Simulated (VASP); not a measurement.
Ta8H3N, 12 atoms in the cell. The cell holds a slab with vacuum, 12 atoms: a = 4.646 Å, b = 4.646 Å, c = 26.020 Å, α = 90.00°, β = 90.00°, γ = 120.00°. 

* Program: VASP 6.6.1
* Task: single point
* Functional: PBE
* Dispersion: D3(BJ)
* Potentials or basis: VASP PAW PBE potentials, release 64 (Ta_pv, N, H)
* Cutoff: 520 eV
* k mesh: 6 × 6 × 1
* Occupations: gaussian, width 0.1 eV
* Spin: no spin polarisation
* Dipole correction: yes
* Further INCAR settings: ALGO = Normal; EDIFF = 1e-07; NBANDS = 60

Potentials or basis: VASP PAW PBE potentials, release 64 (Ta_pv, N, H).

Run with:

```sh
$ cat potpaw_PBE.64/Ta_pv/POTCAR potpaw_PBE.64/N/POTCAR potpaw_PBE.64/H/POTCAR > POTCAR
$ mpirun -np 1 vasp_std > vasp.out
```

Hardware: 1 thread of Intel(R) Xeon(R) Platinum 8488C (Sapphire Rapids) (shared host).

Question: Estimate the wall time of this run.

Answer: It took 23 min on 1 thread of Intel(R) Xeon(R) Platinum 8488C (Sapphire Rapids), on a shared host, peak memory 0.81 GiB. Counts: scf iterations 36, k points 20.
